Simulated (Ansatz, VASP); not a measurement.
**BN in VASP and in Ansatz**

The input POSCAR:

```
BN
1.0
    0.0000000000      1.8226952683      1.8226952683
    1.8226952683      0.0000000000      1.8226952683
    1.8226952683      1.8226952683      0.0000000000
B N
1 1
Direct
    0.0000000000      0.0000000000      0.0000000000
    0.2500000000      0.2500000000      0.2500000000
```

Contents of INCAR.step1:

```
PREC     = Accurate       # precision mode
ENCUT    = 1460           # plane-wave cutoff, eV
ISMEAR   = 0              # smearing method
SIGMA    = 0.01           # smearing width, eV
LREAL    = False          # projectors in reciprocal space
LASPH    = True           # aspherical terms in the spheres
NELM     = 120            # most SCF steps
NBANDS   = 11             # bands
GGA      = PE             # functional
ALGO     = Normal         # electronic algorithm
EDIFF    = 1E-5           # SCF threshold, eV
LWAVE    = True           # write WAVECAR
LCHARG   = False          # write CHGCAR
GGA_COMPAT= False
```

The input INCAR.step2:

```
PREC     = Accurate       # precision mode
ENCUT    = 1460           # plane-wave cutoff, eV
EDIFF    = 1E-6           # SCF threshold, eV
ISMEAR   = 0              # smearing method
SIGMA    = 0.01           # smearing width, eV
LREAL    = False          # projectors in reciprocal space
LASPH    = True           # aspherical terms in the spheres
NELM     = 120            # most SCF steps
ALGO     = Normal         # electronic algorithm
ISIF     = 2              # what is computed and relaxed
LWAVE    = False          # write WAVECAR
LCHARG   = True           # write CHGCAR
METAGGA  = R2SCAN         # meta-GGA
LMIXTAU  = True         
LELF     = True           # ELF
LVHAR    = True         
NBANDS   = 11             # bands
ISTART   = 1            
GGA_COMPAT= False
```

File KPOINTS:

```
regular mesh
0
Gamma
  10 10 10
```

Input for Ansatz:

```yaml
crystal:
  lattice:
    - [0.0, 1.8226952683, 1.8226952683]
    - [1.8226952683, 0.0, 1.8226952683]
    - [1.8226952683, 1.8226952683, 0.0]
  atoms:
    - { symbol: B, position: [0.0, 0.0, 0.0] }
    - { symbol: "N", position: [0.25, 0.25, 0.25] }
kpoints:
  mp_grid: { grid: [10, 10, 10] }
hamiltonian:
  xc: r2scan
scf:
  occupations: { method: fixed }
  n_extra_bands: 4
output:
  forces: true
  stress: true
  eigenvalues: true
```

Alike in both runs: task single point; functional r2SCAN; k mesh 10 × 10 × 10; no spin polarisation.

|  | VASP | Ansatz |
| --- | --- | --- |
| version | VASP 6.6.1 | Ansatz 0.2.0 |
| potentials or method | VASP PAW PBE potentials, release 64 (B_h, N_h) | plane waves, PAW |
| plane-wave cutoff (eV) | 1460 | 500 |
| occupations | gaussian, width 0.01 eV | fixed |
| valence electrons in the cell | 8 | 8 |

Ansatz gave:

| Property | Result |
| --- | --- |
| gap on the k mesh at the Fermi level (eV) | 4.96 |
| pressure (GPa) | -10.9 |

What did VASP give for the same quantities?

gap on the k mesh at the Fermi level (eV): 4.96; pressure (GPa): -11.4.

VASP's potentials were made for PBE, not for r2SCAN.
